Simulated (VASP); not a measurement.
# Sr (I4_1/amd) in VASP: relaxation of cell and atoms with PBE

Aim: the relaxation of cell and atoms of Sr with PBE.

All numbers are computed with VASP 6.6.1; they aren't measurements. Logs are shortened: lines on timing, memory, paths and dates and some standing lists are left out, and cuts for length are marked.

## Step 1: The cell of the first run

Symmetry: I4_1/amd, No. 141, tetragonal system. Conventional cell: a = 5.552 Å, b = 5.552 Å, c = 3.010 Å, α = 90.00°, β = 90.00°, γ = 90.00°. Within 3.8 Å of Sr (site symmetry -4m2) lie 10 Sr at 2.88 to 3.58 Å.

## Step 2: Relaxation of cell and atoms, PBE, target pressure 33 GPa, at which the enthalpy is minimised

INCAR

```
PREC = Accurate
ENCUT = 600
EDIFF = 1E-7
ISMEAR = -1
SIGMA = 0.05
LREAL = F
LASPH = T
NELM = 80
ALGO = Normal
ISIF = 3
LWAVE = F
LCHARG = F
GGA = PE
IBRION = 2
NSW = 32
EDIFFG = -0.005
PSTRESS = 330.0
```

KPOINTS

```
regular mesh
0
Gamma
  14 14 14
```

POSCAR

```
Sr
1.0
   -2.7761842976      2.7761842976      1.5049140955
    2.7761842976     -2.7761842976      1.5049140955
    2.7761842976      2.7761842976     -1.5049140955
Sr
2
Direct
   -0.3750000000     -0.1250000000     -0.2500000000
    0.3750000000      0.1250000000      0.2500000000
```

Potentials or basis: VASP PAW PBE potentials, release 64 (Sr_sv).

Run with:

```bash
$ cat potpaw_PBE.64/Sr_sv/POTCAR > POTCAR
$ mpirun -np 1 vasp_std > vasp.out
```

OUTCAR:

```text
PREC = Accurate
   ENCUT = 600
   EDIFF = 1E-7
   ISMEAR = -1
   LREAL = F
   LASPH = T
   NELM = 80
   ISIF = 3
   GGA = PE
   IBRION = 2
   NSW = 32
   EDIFFG = -0.005
   PSTRESS = 330.0

 ion  position               nearest neighbor table
   1  0.625  0.875  0.750-   2 2.88   2 2.88   2 2.88   2 2.88   2 3.58   2 3.58   2 3.58   2 3.58
                             2 4.68   2 4.68
   2  0.375  0.125  0.250-   1 2.88   1 2.88   1 2.88   1 2.88   1 3.58   1 3.58   1 3.58   1 3.58
                             1 4.68   1 4.68

  LATTYP: Found a body centered tetragonal cell.
 ALAT       =     5.5523685952
 C/A-ratio  =     0.5420800401

  Lattice vectors:

 A1 = (  -2.7761842976,   2.7761842976,   1.5049140955)
 A2 = (   2.7761842976,  -2.7761842976,   1.5049140955)
 A3 = (   2.7761842976,   2.7761842976,  -1.5049140955)

Analysis of symmetry for initial positions (statically):
=====================================================================
 Subroutine PRICEL returns:
 Original cell was already a primitive cell.

 Routine SETGRP: Setting up the symmetry group for a
 body centered tetragonal supercell.

 Subroutine GETGRP returns: Found 16 space group operations
 (whereof  4 operations were pure point group operations)
 out of a pool of 16 trial point group operations.

The static configuration has the point symmetry C_2h.
 The point group associated with its full space group is D_4h.

Analysis of symmetry for dynamics (positions and initial velocities):
=====================================================================
 Subroutine PRICEL returns:
 Original cell was already a primitive cell.

 Routine SETGRP: Setting up the symmetry group for a
 body centered tetragonal supercell.

 Subroutine GETGRP returns: Found 16 space group operations
 (whereof  4 operations were pure point group operations)
 out of a pool of 16 trial point group operations.

The dynamic configuration has the point symmetry C_2h.
 The point group associated with its full space group is D_4h.

 Subroutine INISYM returns: Found 16 space group operations
 (whereof  4 operations are pure point group operations),
 and found     1 'primitive' translations

----------------------------------------------------------------------------------------

                                     Primitive cell

  volume of cell :      46.3947

  direct lattice vectors                    reciprocal lattice vectors
    -2.776184298  2.776184298  1.504914095     0.000000000  0.180103317  0.332244878
     2.776184298 -2.776184298  1.504914095     0.180103317  0.000000000  0.332244878
     2.776184298  2.776184298 -1.504914095     0.180103317  0.180103317  0.000000000

  length of vectors
     4.204659908  4.204659908  4.204659908     0.377920446  0.377920446  0.254704553

  position of ions in fractional coordinates (direct lattice)
     0.625000000  0.875000000  0.750000000
     0.375000000  0.125000000  0.250000000

  ion indices of the primitive-cell ions
   primitive index   ion index
                 1           1
                 2           2

----------------------------------------------------------------------------------------

 KPOINTS: regular mesh

Automatic generation of k-mesh.
 Grid dimensions read from file:
 generate k-points for:   14   14   14

 Generating k-lattice:

  Cartesian coordinates                     Fractional coordinates (reciprocal lattice)
     0.000000000  0.012864523  0.023731777     0.071428571  0.000000000 -0.000000000
     0.012864523  0.000000000  0.023731777     0.000000000  0.071428571 -0.000000000
     0.012864523  0.012864523  0.000000000     0.000000000  0.000000000  0.071428571

  Length of vectors
     0.026994318  0.026994318  0.018193182

  Shift w.r.t. Gamma in fractional coordinates (k-lattice)
     0.000000000  0.000000000  0.000000000

 Subroutine IBZKPT returns following result:
 ===========================================

 Found    244 irreducible k-points:

 Following reciprocal coordinates:
            Coordinates               Weight
  0.000000  0.000000  0.000000      1.000000
  0.071429  0.000000 -0.000000      8.000000
  0.142857  0.000000 -0.000000      8.000000
  0.214286  0.000000 -0.000000      8.000000
  0.285714  0.000000 -0.000000      8.000000
  0.357143  0.000000 -0.000000      8.000000
[... 16 lines left out ...]
  0.214286  0.142857 -0.000000     16.000000
  0.285714  0.142857 -0.000000     16.000000
 [... further k-points ...]
   k-points           NKPTS =    244   k-points in BZ     NKDIM =    244   number of bands    NBANDS=     14
   number of dos      NEDOS =    301   number of ions     NIONS =      2
   total plane-waves  NPLWV =  46656
   dimension x,y,z NGX =    36 NGY =   36 NGZ =   36
   dimension x,y,z NGXF=    72 NGYF=   72 NGZF=   72
   ions per type =               2
   NGX,Y,Z   is equivalent  to a cutoff of  14.23, 14.23, 14.23 a.u.
   NGXF,Y,Z  is equivalent  to a cutoff of  28.47, 28.47, 28.47 a.u.
 SYSTEM =  unknown system
   PREC   = accura    normal or accurate (medium, high low for compatibility)
   ISTART =      0    job   : 0-new  1-cont  2-samecut
   ICHARG =      2    charge: 1-file 2-atom 10-const
   ISPIN  =      1    spin polarized calculation?
   LNONCOLLINEAR =      F non collinear calculations
   LSORBIT =      F    spin-orbit coupling
   LASPH  =      T    aspherical Exc in radial PAW
   ENCUT  =  600.0 eV  44.10 Ry    6.64 a.u.   8.40  8.40  8.40*2*pi/ulx,y,z
   NELM   =     80;   NELMIN=  2; NELMDL= -5     # of ELM steps
   EDIFF  = 0.1E-06   stopping-criterion for ELM
   LREAL  =      F    real-space projection
   EDIFFG = -.5E-02   stopping-criterion for IOM
   NSW    =     32    number of steps for IOM
   IBRION =      2    ionic relax: 0-MD 1-quasi-New 2-CG
   NFREE  =      1    steps in history (QN), initial steepest desc. (CG)
   ISIF   =      3    stress and relaxation
   ISYM   =      2    0-nonsym 1-usesym 2-fastsym
   POTIM  = 0.5000    time-step for ionic-motion
   TEBEG  =    0.0;   TEEND  =   0.0 temperature during run
   PSTRESS=  330.0 pullay stress
   NELECT =      20.0000    total number of electrons
   NUPDOWN=      -1.0000    fix difference up-down
   EMIN   =  10.00;   EMAX   =-10.00  energy-range for DOS
   EFERMI =   0.00;   METHOD = LEGACY
   ISMEAR =    -1;   SIGMA  =   0.05  broadening in eV -4-tet -1-fermi 0-gaus
   EFERMI_NEDOS =   21; number of points for ismear=-14 and -15
   IALGO  =     38    algorithm
   IMIX   =      4    mixing-type and parameters
     AMIX     =   0.40;   BMIX     =  1.00
     AMIX_MAG =   1.60;   BMIX_MAG =  1.00
  volume/ion in A,a.u.               =      23.20       156.54
  Fermi-wavevector in a.u.,A,eV,Ry     =   1.236693  2.337012 20.808896  1.529411
  Thomas-Fermi vector in A             =   2.371291
   LORBIT       =      0    0 simple, 1 ext, 2 COOP (PROOUT), +10 PAW based schemes
   GGA     = PE    functional components
   LHFCALC =     F    Hartree Fock is set to
   AEXX    =    0.0000 exact exchange contribution
   IVDW    =     0    specifies the selected vdW correction
   LEPSILON=     F    determine dielectric tensor
   LRPA    =     F    only Hartree local field effects (RPA)
 conjugate gradient relaxation of ions
 non-spin polarized calculation
  energy-cutoff  :      600.00
  volume of cell :       46.39
 maximum number of plane-waves:      1574
 NGX is ok and might be reduce to    36
   NGX = 17   NGY = 17   NGZ = 17

--------------------------------------- Ionic step        1  -------------------------------------------

 number of electron      20.0000000 magnetization

 Free energy of the ion-electron system (eV)
  ---------------------------------------------------
  ext. energy  EPLUGINS =         0.00000000
  ---------------------------------------------------
  free energy    TOTEN  =         0.64654648 eV

  energy without entropy =        0.65475968  energy(sigma->0) =        0.65065308

------------------------ aborting loop because EDIFF is reached ----------------------------------------

  FORCE on cell =-STRESS in cart. coord.  units (eV):
  Direction    XX          YY          ZZ          XY          YZ          ZX
  --------------------------------------------------------------------------------------
  -------------------------------------------------------------------------------------
  Total        9.7606802      9.7606802      9.7484849     -0.0000000     -0.0000000     -0.0000000
  in kB      337.0717678    337.0717678    336.6506188     -0.0000000     -0.0000000     -0.0000000
  external PRESSURE =       6.9313848 kB  Pullay stress =     330.0000000 kB
[... 61 lines left out ...]
  enthalpy is  TOTEN    =        10.2024931483 eV   P V=        9.6953682232

--------------------------------------- Ionic step        3  -------------------------------------------

 number of electron      20.0000000 magnetization

 Free energy of the ion-electron system (eV)
  ---------------------------------------------------
  ext. energy  EPLUGINS =         0.00000000
  ---------------------------------------------------
  free energy    TOTEN  =         0.57740465 eV

  energy without entropy =        0.58555731  energy(sigma->0) =        0.58148098

 E-fermi :   5.4856     XC(G=0): -10.5327

 val. band max:        5.4851758040   @ k =  -0.2143  -0.2143   0.2143
 cond. band min:       5.4899699288   @ k =  -0.0714  -0.2857   0.0714
 fundamental gap:      0.0047941248
 Fermi energy:         5.4856459831

 k-point     1 :       0.0000    0.0000    0.0000
  band No.  band energies     occupation
      1     -30.7216      2.00000
      2     -29.8031      2.00000
      3     -13.5115      2.00000
      4     -13.5115      2.00000
      5     -11.3478      2.00000
      6     -11.3240      2.00000
      7     -11.2086      2.00000
      8     -11.2086      2.00000
      9       1.7989      2.00000
     10       2.8136      2.00000
     11       6.1254      0.00001
     12       6.2448      0.00000
     13       7.2672      0.00000
     14      10.6739      0.00000
[... 375 lines left out ...]
 k-point    24 :       0.2857    0.1429   -0.0000
  band No.  band energies     occupation
      1     -30.2339      2.00000
      2     -29.7595      2.00000
      3     -13.7043      2.00000
      4     -13.2754      2.00000
      5     -13.0733      2.00000
      6     -12.6579      2.00000
      7     -11.4711      2.00000
      8     -11.2104      2.00000
      9       3.9530      2.00000
     10       4.0945      2.00000
     11       5.9718      0.00012
     12       6.8036      0.00000
     13       8.3108      0.00000
     14       8.4913      0.00000

 [... further k-points ...]
[... 5 lines left out ...]
  --------------------------------------------------------------------------------------
  -------------------------------------------------------------------------------------
  Total        9.6282816      9.6282816      9.6146209     -0.0000000      0.0000000     -0.0000000
  in kB      330.1356163    330.1356163    329.6672164     -0.0000000      0.0000000     -0.0000000
  external PRESSURE =      -0.0205170 kB  Pullay stress =     330.0000000 kB
[... 17 lines left out ...]
  FREE ENERGIE OF THE ION-ELECTRON SYSTEM (eV)
  ---------------------------------------------------
  free  energy   TOTEN  =         0.5774046531 eV

  energy  without entropy=        0.5855573070  energy(sigma->0) =        0.58148098

  enthalpy is  TOTEN    =        10.2017310139 eV   P V=        9.6243263608

 reached required accuracy - stopping structural energy minimisation
```

Run time: 4.1 min. Hardware: 1 thread of Intel Xeon 6975P-C (Granite Rapids), shared host; peak memory 0.33 GiB.

What came out:

```yaml
Free_energy: 0.5774 eV
Relaxed_volume: 23.36 Å³/atom
Relaxed_cell: a = 4.215 Å, b = 4.215 Å, c = 4.215 Å, α = 97.36°, β = 97.36°, γ = 138.06°
Space_group_after_relaxing_to_0.1_Å: I4_1/amd (No. 141)
Energy_change_on_relaxing_the_run_minimises_the_enthalpy: -34.6 meV/atom
Ionic_steps: 3
Pressure_after_relaxing: 33.0 GPa
Band_gap_on_the_k_mesh: zero (bands 10 and 11 overlap by 1.43 eV)
```

The path:
| step | energy change (eV) | largest force (eV/Å) | pressure (GPa) | volume (Å³) |
| --- | --- | --- | --- | --- |
| 1 | 0.0000 | 0.0000 | 33.69 | 46.39 |
| 2 | -0.1394 | 0.0000 | 32.30 | 47.07 |
| 3 | -0.0691 | 0.0000 | 33.00 | 46.73 |

Final structure:
```
Sr
1.0
    -2.78293    2.78293    1.50835
     2.78293   -2.78293    1.50835
     2.78293    2.78293   -1.50835
Sr
2
Direct
  0.62500 0.87500 0.75000
  0.37500 0.12500 0.25000
```

Caveat: the cell is relaxed towards a set pressure, so the run minimises the enthalpy, not the energy.
